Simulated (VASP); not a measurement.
Here is a VASP 6.6.1 calculation.

INCAR

```
PREC = Accurate ; ENCUT = 520
EDIFF = 1E-6 ; ISMEAR = 0
SIGMA = 0.05 ; LREAL = F
LASPH = T ; NELM = 80
ALGO = Normal ; ISIF = 2
LWAVE = F ; LCHARG = T
LDIPOL = T ; IDIPOL = 3
DIPOL = 0.5 0.5 0.413 ; GGA = PE
IVDW = 12 ; LELF = T
LVHAR = T ; LVACPOTAV = T
NBANDS = 48
```

Contents of KPOINTS:

```
Automatic mesh
0
Gamma
  9 9 1
```

File POSCAR:

```
InSe
1.0
    4.0266103653      0.0000000000      0.0000000000
   -2.0133051827      3.4871468675      0.0000000000
    0.0000000000      0.0000000000     28.2707107737
Se In
4 4
Direct
    0.0000000000      0.0000000000      0.1591753400
    0.0000000000      0.0000000000      0.3496677344
    0.2222222222      0.4444444444      0.4755931145
    0.2222222222      0.4444444444      0.6660855089
    0.6666666667      0.3333333333      0.2049979902
    0.6666666667      0.3333333333      0.3038451596
    0.8888888889      0.7777777778      0.5214157648
    0.8888888889      0.7777777778      0.6202629341
```

Potentials or basis: VASP PAW PBE potentials, release 64 (Se, In_d).

Command:

```console
$ cat potpaw_PBE.64/Se/POTCAR potpaw_PBE.64/In_d/POTCAR > POTCAR
$ mpirun -np 1 vasp_std > vasp.out
```

Estimate the largest force.

0.068 eV/Å.

Predict the dispersion energy per atom.

-0.248 eV.

Estimate the band gap on the k mesh.

1.21 eV (least direct gap 1.26 eV).

Forces in eV/Å, atoms in the order of the input:
```
Se   0.000 -0.001 -0.012
Se   0.000 -0.030  0.061
Se   0.000  0.025 -0.062
Se   0.000  0.000  0.012
In   0.000 -0.003  0.014
In   0.000  0.006  0.018
In   0.000  0.001 -0.017
In   0.000  0.001 -0.014
```

Caveat: the cell differs from its parent crystal (layers slid over each other); spin-orbit coupling is left out, which moves the levels of the heavy elements.
